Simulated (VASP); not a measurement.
A run of VASP 6.6.1 is set up as follows.

Contents of INCAR:

```
ALGO     = Normal         # electronic algorithm
EDIFF    = 1E-6           # SCF threshold, eV
ENCUT    = 520            # plane-wave cutoff, eV
GGA      = PS             # functional
ISIF     = 2              # what is computed and relaxed
ISMEAR   = 0              # smearing method
LASPH    = T              # aspherical terms in the spheres
LCHARG   = F              # write CHGCAR
LREAL    = F              # projectors in reciprocal space
LWAVE    = F              # write WAVECAR
NBANDS   = 18             # bands
NELM     = 100            # most SCF steps
PREC     = Accurate       # precision mode
SIGMA    = 0.1            # smearing width, eV
```

File KPOINTS:

```
k-points
0
Gamma
  18 18 18
```

Contents of POSCAR:

```
Re
1.0
    1.3998244294      0.8081890112      6.3736586101
   -1.3998244294      0.8081890112      6.3736586101
    0.0000000000     -1.6163780223      6.3736586101
Re
3
Direct
    0.0000000000      0.0000000000      0.0000000000
    0.2185171655      0.2185171655      0.2185171655
    0.7814828345      0.7814828345      0.7814828345
```

Potentials or basis: VASP PAW PBE potentials, release 64 (Re).

Command:

```sh
$ cat potpaw_PBE.64/Re/POTCAR > POTCAR
$ mpirun -np 1 vasp_std > vasp.out
```

Question: Estimate the largest force.

Answer: 2.245 eV/Å.

Question: Estimate the pressure.

Answer: 7.6 GPa.

Forces on the atoms (eV/Å):
```
Re   0.000  0.000  0.000
Re   0.000  0.000  2.245
Re   0.000  0.000 -2.245
```

Caveat: the cell differs from its parent crystal (strained); the stress differs along the axes, from -2 to 27 GPa; the PAW data sets were made with another functional, which shifts forces and pressure a little.
